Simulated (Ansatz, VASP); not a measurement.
## AgCl: VASP beside Ansatz

```xyz
2
Lattice="3.4053 0.0097 0.0097 0.0097 3.4053 0.0097 0.0097 0.0097 3.4053" Properties=species:S:1:pos:R:3 pbc="T T T"
Ag    0.0000    0.0000    0.0000
Cl    1.7124    1.7124    1.7124
```

Change from the starting cell: shear_111 strain +0.9%.

Alike in both runs: task single point; functional PBE; k mesh 8 × 8 × 8; occupations fermi-dirac, width 0.02 eV; no spin polarisation.

|  | VASP | Ansatz |
| --- | --- | --- |
| version | VASP 6.6.1 | Ansatz 0.2.0 |
| potentials or method | VASP PAW PBE potentials, release 64 (Ag_sv_GW, Cl) | plane waves, PAW |
| plane-wave cutoff (eV) | 630 | 420 |
| valence electrons in the cell | 26 | 26 |

|  | VASP | Ansatz | Ansatz less VASP |
| --- | --- | --- | --- |
| pressure (GPa) | 1.0 | 1.1 | +0.12 |
| traceless stress, the component that is largest in VASP (GPa) | 0.06 | 0.06 | 0.000 |

With one functional, cell and mesh, what is left measures potentials, basis and numerics.
